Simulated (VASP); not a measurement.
## P: single point with PBE

Crystal: P.

```
P
1.0
     2.38456    0.00000    0.00000
     0.00000    2.38456    0.00000
     0.00000    0.00000    2.58096
P
1
Direct
  0.00000 0.00000 0.50000
```

The cell was generated, and may not be a known phase.

```json
{"Program": "VASP 6.6.1", "Task": "single point", "Functional": "PBE", "Potentials or basis": "VASP PAW PBE potentials, release 64 (P)", "Cutoff": "520 eV", "k mesh": "8 × 8 × 4", "Occupations": "gaussian, width 0.1 eV", "Spin": "no spin polarisation", "Dipole correction": "no", "Further INCAR settings": "ALGO = Normal; EDIFF = 1e-06; NBANDS = 8"}
```

* Pressure: -0.3 GPa
* Band gap on the k mesh: zero (an odd number of electrons rules out a gap without spin polarisation)

Stress tensor (GPa, compression positive):
```
-0.22  0.00  0.00
 0.00 -0.22  0.00
 0.00  0.00 -0.31
```

Levels at points of the mesh, in eV from the Fermi level:
```csv
k point,band 1,band 2,band 3,band 4,band 5,band 6
"(0.00, 0.00, 0.00)",-16.31,3.08,6.22,6.22,6.26,7.40
"(0.50, 0.00, 0.00)",-11.50,-8.52,6.30,9.36,9.54,12.52
"(0.50, 0.50, 0.00)",-6.16,-4.84,-4.84,1.27,9.29,15.44
"(0.00, 0.00, 0.50)",-12.98,-8.32,8.30,8.30,9.24,15.75
"(0.50, 0.00, 0.50)",-7.90,-5.92,-4.44,1.22,11.25,17.16
"(0.50, 0.50, 0.50)",-2.53,-2.53,-1.53,-0.90,4.14,5.30
```

It took 2.4 s on 1 thread of AMD EPYC 9R45 96-Core Processor (Zen 5) (shared host), peak memory 0.08 GiB.

Caveat: the k points lie up to 0.61 Å⁻¹ apart, too coarse for converged energies and pressures of a metal; an odd number of electrons without spin polarisation forces a metal; a magnetic or distorted state may lie lower.
